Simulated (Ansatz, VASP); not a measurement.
# NaTc12 in VASP and in Ansatz

```
CELL_PARAMETERS angstrom
5.48000 0.00000 0.00000
-4.11000 7.11873 0.00000
0.00000 0.00000 4.39496
ATOMIC_POSITIONS crystal
Tc 0.98299 0.98390 0.98560
Tc 0.11943 0.18954 0.51328
Tc 0.99307 0.32916 0.99241
Tc 0.19853 0.51971 0.47326
Tc 0.09398 0.71821 0.81636
Tc 0.20898 0.91895 0.41721
Tc 0.54254 0.00723 0.99515
Tc 0.67264 0.21024 0.51233
Tc 0.44240 0.27957 0.07306
Tc 0.59673 0.48695 0.67421
Tc 0.47185 0.66878 0.02960
Tc 0.65908 0.86571 0.50799
Na 0.84247 0.59506 0.24223
```

Alike in both runs: functional PBE; k mesh 3 × 2 × 3; occupations fermi-dirac, width 0.15 eV; no spin polarisation.

Ansatz relaxed the structure, and its values are those at the end. VASP's run is a single point on that final structure, the one shown.

```csv
,VASP,Ansatz
version,VASP 6.6.1,Ansatz 0.2.0
potentials or method,"VASP PAW PBE potentials, release 64 (Tc_pv, Na_pv), cutoff 520 eV","scalar-relativistic, plane waves, PAW"
valence electrons in the cell,163,189
```

Ansatz gave:

```
rms of the force components (eV/Å) : 0.026
```

Problem. Estimate VASP's values.

Solution. rms of the force components (eV/Å): 0.035.

VASP's potentials hold 163 valence electrons a cell and Ansatz's 189, so a difference there can come from the potentials and not from the codes.

The k mesh is coarse, so the values compare programs but aren't converged.
